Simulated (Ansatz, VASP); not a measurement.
# Cu3N in VASP and in Ansatz

```
CELL_PARAMETERS angstrom
3.85710 0.00000 0.00000
0.00000 3.85710 0.00000
0.00000 0.00000 3.85710
ATOMIC_POSITIONS crystal
Cu 0.50000 0.00000 0.00000
Cu 0.00000 0.50000 0.00000
Cu 0.00000 0.00000 0.50000
N 0.00000 0.00000 0.00000
```

Alike in both runs: task single point; functional PBEsol; k mesh 5 × 5 × 5; occupations fermi-dirac, width 0.05 eV; no spin polarisation.

|  | VASP | Ansatz |
| --- | --- | --- |
| version | VASP 6.6.1 | Ansatz 0.2.0 |
| potentials or method | VASP PAW PBE potentials, release 64 (Cu, N), cutoff 600 eV | plane waves, PAW |
| valence electrons in the cell | 38 | 62 |

|  | VASP | Ansatz | Ansatz less VASP |
| --- | --- | --- | --- |
| pressure (GPa) | -7.7 | -8.4 | -0.66 |

VASP's potentials were made for PBE, not for PBEsol. VASP's potentials hold 38 valence electrons a cell and Ansatz's 62, so a difference there can come from the potentials and not from the codes.
